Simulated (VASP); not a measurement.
Set up this calculation in VASP 6.6.1, as the native input.

- Task: single point
- Functional: PBE
- Dispersion: D4
- Potentials or basis: VASP PAW PBE potentials, release 64 (Ru_pv)
- Cutoff: 520 eV
- k mesh: 11 × 11 × 6
- Occupations: fermi-dirac, width 0.05 eV
- Spin: no spin polarisation
- Dipole correction: no
- Further INCAR settings: ALGO = Normal; EDIFF = 1e-07; NBANDS = 21

The structure of Ru lies in POSCAR:

```
Ru
1.0
    2.6876397213      0.0000000000      0.0000000000
   -1.3438198606      2.3275642749      0.0000000000
    0.0000000000      0.0000000000      4.2531615502
Ru
2
Direct
    0.6666666667      0.3333333333      0.7500000000
    0.3333333333      0.6666666667      0.2500000000
```

The input as run:

INCAR

```
SYSTEM = Ru
ALGO = Normal
EDIFF = 1E-7
ENCUT = 520
GGA = PE
ISIF = 2
ISMEAR = -1
IVDW = 13
LASPH = .True.
LCHARG = .False.
LREAL = .False.
LWAVE = .False.
NBANDS = 21
NELM = 80
PREC = Accurate
SIGMA = 0.05
```

KPOINTS

```
k-points
0
Gamma
  11 11 6
  0 0 0
```

Potentials or basis: VASP PAW PBE potentials, release 64 (Ru_pv).

The run is started by

```bash
$ cat potpaw_PBE.64/Ru_pv/POTCAR > POTCAR
$ mpirun -np 1 vasp_std > vasp.out
```

It gave:

- Pressure: 5.5 GPa
- Band gap on the k mesh: zero (band 14 reaches 14.76 eV, above the bottom of band 15 at 11.60 eV)
- Dispersion energy per atom: -0.535 eV

Caveat: pairwise dispersion overbinds metals, which lowers pressure and volume.

Wall time 20 s on 1 thread of Intel Xeon 6975P-C, on a shared host, peak memory 0.15 GiB.
